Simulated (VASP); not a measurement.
Write the native input for VASP 6.6.1 that does the following.

```yaml
Task: single point
Functional: r2SCAN
Potentials_or_basis: VASP PAW PBE potentials, release 64 (Zn, Cu)
Cutoff: 520 eV
k_mesh: 18 × 18 × 10
Occupations: gaussian, width 0.1 eV
Spin: no spin polarisation
Dipole_correction: no
Further_INCAR_settings: ALGO = Normal; EDIFF = 1e-06; NBANDS = 18
```

ZnCu:

```
CELL_PARAMETERS angstrom
1.93406 -1.93380 0.00000
1.93406 1.93380 0.00000
0.00000 0.00000 3.32789
ATOMIC_POSITIONS crystal
Zn 0.50000 0.50000 0.50000
Cu 0.00000 0.00000 0.00000
```

The input as run:

POSCAR

```
ZnCu
1.0
    1.9340591905     -1.9337988687      0.0000000000
    1.9340591905      1.9337988687      0.0000000000
    0.0000000000      0.0000000000      3.3278943206
Zn Cu
1 1
Direct
    0.5000000000      0.5000000000      0.5000000000
    0.0000000000      0.0000000000      0.0000000000
```

INCAR.step1

```
SYSTEM = ZnCu
  PREC = Accurate
  ENCUT = 520
  ISMEAR = 0
  SIGMA = 0.1
  LREAL = .False.
  LASPH = .True.
  NELM = 100
  NBANDS = 18
  GGA = PE
  ALGO = Normal
  EDIFF = 1E-4
  LWAVE = .True.
  LCHARG = .False.
```

INCAR.step2

```
SYSTEM = ZnCu
  PREC = Accurate
  ENCUT = 520
  EDIFF = 1E-6
  ISMEAR = 0
  SIGMA = 0.1
  LREAL = .False.
  LASPH = .True.
  NELM = 100
  ALGO = Normal
  ISIF = 2
  LWAVE = .False.
  LCHARG = .True.
  METAGGA = R2SCAN
  LMIXTAU = .True.
  LELF = .True.
  LVHAR = .True.
  NBANDS = 18
  ISTART = 1
```

KPOINTS

```
Automatic mesh
0
Gamma
  18 18 10
  0 0 0
```

Potentials or basis: VASP PAW PBE potentials, release 64 (Zn, Cu).

Run with:

```bash
$ cat potpaw_PBE.64/Zn/POTCAR potpaw_PBE.64/Cu/POTCAR > POTCAR
$ cp INCAR.step1 INCAR
$ mpirun -np 1 vasp_std > vasp.out
$ cp INCAR.step2 INCAR
$ mpirun -np 1 vasp_std > vasp.out
```

It gave:

The pressure is 0.5 GPa. The band gap on the k mesh is zero (an odd number of electrons rules out a gap without spin polarisation).

Caveat: the PAW data sets were made with another functional, which shifts forces and pressure a little.

It took 4.5 min on 1 thread of Intel(R) Xeon(R) 6975P-C (Granite Rapids), with other jobs on the host, peak memory 0.35 GiB.
